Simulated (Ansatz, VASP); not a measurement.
Two plane-wave programs on Al3GaN4

Contents of INCAR:

```
SYSTEM = Al3GaN4
  PREC = Accurate
  ENCUT = 520
  EDIFF = 1E-6
  ISMEAR = 0
  SIGMA = 0.02
  LREAL = .FALSE.
  LASPH = .TRUE.
  NELM = 60
  ALGO = Normal
  ISIF = 2
  LWAVE = .FALSE.
  LCHARG = .FALSE.
  GGA = PS
  NBANDS = 31
```

File KPOINTS:

```
regular mesh
0
G
  6 6 6
  0 0 0
```

The input POSCAR:

```
Al3GaN4
1.0
    4.3395427702      0.0000000000      0.0000000000
    0.0000000000      4.3395427702      0.0000000000
    0.0000000000      0.0000000000      4.3395427702
Al Ga N
3 1 4
Direct
    0.5000000000      0.5000000000      0.0000000000
    0.5000000000      0.0000000000      0.5000000000
    0.0000000000      0.5000000000      0.5000000000
    0.0000000000      0.0000000000      0.0000000000
    0.7446632026      0.7446632026      0.2553367974
    0.7446632026      0.2553367974      0.7446632026
    0.2553367974      0.7446632026      0.7446632026
    0.2553367974      0.2553367974      0.2553367974
```

Input for Ansatz:

```yaml
crystal:
  lattice:
    - [4.3395427702, 0.0, 0.0]
    - [0.0, 4.3395427702, 0.0]
    - [0.0, 0.0, 4.3395427702]
  atoms:
    - { symbol: Al, position: [0.5, 0.5, 0.0] }
    - { symbol: Al, position: [0.5, 0.0, 0.5] }
    - { symbol: Al, position: [0.0, 0.5, 0.5] }
    - { symbol: Ga, position: [0.0, 0.0, 0.0] }
    - { symbol: "N", position: [0.7446632026, 0.7446632026, 0.2553367974] }
    - { symbol: "N", position: [0.7446632026, 0.2553367974, 0.7446632026] }
    - { symbol: "N", position: [0.2553367974, 0.7446632026, 0.7446632026] }
    - { symbol: "N", position: [0.2553367974, 0.2553367974, 0.2553367974] }
basis:
  ecutwfc: 420
kpoints:
  mp_grid: { grid: [6, 6, 6] }
  band_path: { path: [VBM, CBM], npoints: 2 }
hamiltonian:
  xc: pbesol
scf:
  occupations: { method: gaussian, width: 0.02 }
output:
  forces: true
  stress: true
  eigenvalues: true
checkpoint:
  read: start.run
  write: ck
  compress: false
  write_wavefunctions: false
  write_every: 100000
```

Alike in both runs: task single point; functional PBEsol; k mesh 6 × 6 × 6; occupations gaussian, width 0.02 eV; no spin polarisation.

|  | VASP | Ansatz |
| --- | --- | --- |
| version | VASP 6.6.1 | Ansatz 0.2.0 |
| potentials or method | VASP PAW PBE potentials, release 64 (Al, Ga_d, N), cutoff 520 eV | scalar-relativistic, plane waves, PAW |
| valence electrons in the cell | 42 | 42 |

```csv
,VASP,Ansatz,Ansatz less VASP
gap on the k mesh at the Fermi level (eV),3.35,3.35,+0.006
least direct gap on the mesh (eV),3.35,3.36,+0.006
pressure (GPa),10.0,10.1,+0.03
rms of the force components (eV/Å),0.005,0.001,-0.0034
```

VASP's potentials were made for PBE, not for PBEsol. Atom by atom the forces differ by 0.006 eV/Å (rms over components). With one functional, cell and mesh, what is left measures potentials, basis and numerics.
